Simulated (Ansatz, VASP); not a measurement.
Two plane-wave programs on Li4C

INCAR

```
SYSTEM = Li4C
ALGO = Normal
EDIFF = 1E-7
EDIFFG = -0.01
ENCUT = 600
GGA = PE
IBRION = 2
ISIF = 3
ISMEAR = 0
LASPH = .True.
LCHARG = .False.
LREAL = .False.
LWAVE = .False.
NELM = 100
NSW = 100
PREC = Accurate
SIGMA = 0.1
```

Contents of KPOINTS:

```
k-points
0
Gamma
  14 14 14
  0 0 0
```

File POSCAR:

```
Li4C
1.0
   -2.0490971927      2.0490971927      3.9662610966
    2.0490971927     -2.0490971927      3.9662610966
    2.0490971927      2.0490971927     -3.9662610966
Li C
4 1
Direct
    0.7572703635      0.7572703635      0.0000000000
    0.2427296365      0.2427296365      0.0000000000
    0.0000000000      0.5000000000      0.5000000000
    0.5000000000      0.0000000000      0.5000000000
    0.5000000000      0.5000000000      0.0000000000
```

Input for Ansatz:

```yaml
crystal:
  lattice:
    - [-2.0490971927, 2.0490971927, 3.9662610966]
    - [2.0490971927, -2.0490971927, 3.9662610966]
    - [2.0490971927, 2.0490971927, -3.9662610966]
  atoms:
    - { symbol: Li, position: [0.7572703635, 0.7572703635, 0.0] }
    - { symbol: Li, position: [0.2427296365, 0.2427296365, 0.0] }
    - { symbol: Li, position: [0.0, 0.5, 0.5] }
    - { symbol: Li, position: [0.5, 0.0, 0.5] }
    - { symbol: C, position: [0.5, 0.5, 0.0] }
basis:
  ecutwfc: 420
kpoints:
  mp_grid: { grid: [14, 14, 14] }
hamiltonian:
  xc: pbe
scf:
  occupations: { method: gaussian, width: 0.1 }
output:
  forces: true
  stress: true
  eigenvalues: true
relax:
  adjacent_minimum: "off"
  f_tol: 0.01
  max_steps: 80
  cell: { stress_tol: 0.05 }
```

Alike in both runs: task relaxation of cell and atoms; functional PBE; k mesh 14 × 14 × 14; occupations gaussian, width 0.1 eV; no spin polarisation.

|  | VASP | Ansatz |
| --- | --- | --- |
| version | VASP 6.6.1 | Ansatz 0.2.0 |
| potentials or method | VASP PAW PBE potentials, release 64 (Li_sv, C), cutoff 600 eV | scalar-relativistic, plane waves, PAW |
| valence electrons in the cell | 16 | 16 |

```tsv
	VASP	Ansatz	Ansatz less VASP
gap on the k mesh at the Fermi level, each at its own relaxed structure (eV)	none	none	-
relaxed volume (Å³/atom)	13.35	13.45	+0.100
relaxed length of the cell vector where the two differ most in proportion (Å)	4.915	4.931	+0.0158
```

A gap of «none» marks a metal or a gap that the smearing closes.

Noted on VASP's run: the cutoff is under 1.25 times that of the potentials, so the pressure is a little rough.
